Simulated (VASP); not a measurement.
Write the native input for VASP 6.6.1 that does the following.

```
Task                   : single point
Functional             : PBE
Potentials or basis    : VASP PAW PBE potentials, release 64 (B, N)
Cutoff                 : 520 eV
k mesh                 : 12 × 12 × 12
Occupations            : gaussian, width 0.05 eV
Spin                   : no spin polarisation
Dipole correction      : no
Further INCAR settings : ALGO = Normal; EDIFF = 1e-07; NBANDS = 11
```

The structure of BN lies in POSCAR:

```
BN
1.0
    0.0000000000      1.8409344655      1.8409344655
    1.8409344655      0.0000000000      1.8409344655
    1.8409344655      1.8409344655      0.0000000000
B N
1 1
Direct
    0.0000000000      0.0000000000      0.0000000000
    0.7500000000      0.7500000000      0.7500000000
```

This cell differs from its parent crystal: volume 6.239 Å^3 an atom, c/a of the conventional cell 1.0000.

One way to write it, as run:

INCAR

```
PREC = Accurate
ENCUT = 520
EDIFF = 1E-7
ISMEAR = 0
SIGMA = 0.05
LREAL = False
LASPH = True
NELM = 60
ALGO = Normal
ISIF = 2
LWAVE = False
LCHARG = True
GGA = PE
LELF = True
LVHAR = True
NBANDS = 11
```

KPOINTS

```
Automatic mesh
0
Gamma
  12 12 12
```

Potentials or basis: VASP PAW PBE potentials, release 64 (B, N).

The run is started by

```bash
$ cat potpaw_PBE.64/B/POTCAR potpaw_PBE.64/N/POTCAR > POTCAR
$ mpirun -np 1 vasp_std > vasp.out
```

Results of the run:

- Pressure: -15.9 GPa
- Band gap on the k mesh: 4.40 eV, indirect (least direct gap 8.56 eV)

It took 6.7 s on 1 thread of AMD EPYC 9R14 (Zen 4) (shared host), peak memory 0.09 GiB.
